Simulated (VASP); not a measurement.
Write the native input for VASP 6.6.1 that does the following.

| Item | Value |
| --- | --- |
| Task | electric field gradients |
| Functional | PBEsol |
| Potentials or basis | VASP PAW PBE potentials, release 64 (Sn_d, Se) |
| Cutoff | 520 eV |
| k mesh | 10 × 10 × 10 |
| Occupations | fermi-dirac, width 0.05 eV |
| Spin | no spin polarisation |
| Dipole correction | no |
| Further INCAR settings | ALGO = Normal; EDIFF = 1e-08; NBANDS = 17 |

The structure of SnSe lies in POSCAR:

```
SnSe
1.0
    0.0000000000      2.6729761406      2.6729761406
    2.6729761406      0.0000000000      2.6729761406
    2.6729761406      2.6729761406      0.0000000000
Sn Se
1 1
Direct
    0.0000000000      0.0000000000      0.0000000000
    0.5000000000      0.5000000000      0.5000000000
```

This cell differs from its parent crystal: volume scaled by 0.7.

These files were run (other wordings do the same):

INCAR

```
SYSTEM = SnSe
  PREC = Accurate
  ENCUT = 520
  EDIFF = 1E-8
  ISMEAR = -1
  SIGMA = 0.05
  LREAL = .FALSE.
  LASPH = .TRUE.
  NELM = 60
  ALGO = Normal
  ISIF = 2
  LWAVE = .FALSE.
  LCHARG = .FALSE.
  GGA = PS
  LEFG = .TRUE.
  NBANDS = 17
```

KPOINTS

```
regular mesh
0
G
  10 10 10
  0 0 0
```

Potentials or basis: VASP PAW PBE potentials, release 64 (Sn_d, Se).

Run with:

```bash
$ cat potpaw_PBE.64/Sn_d/POTCAR potpaw_PBE.64/Se/POTCAR > POTCAR
$ mpirun -np 1 vasp_std > vasp.out
```

It gave:

```yaml
Pressure: 35.6 GPa
Band_gap_on_the_k_mesh: 0.10 eV, indirect (least direct gap 0.49 eV)
```

Caveat: without QUAD_EFG the Cq values of the log hold for a quadrupole moment of 1 mb, not for the nuclei; the PAW data sets were made with another functional, which shifts forces and pressure a little; spin-orbit coupling is left out, which moves the levels of the heavy elements.

Run time: 41 s on 1 thread of AMD EPYC 7R13, on a shared host, peak memory 0.15 GiB.
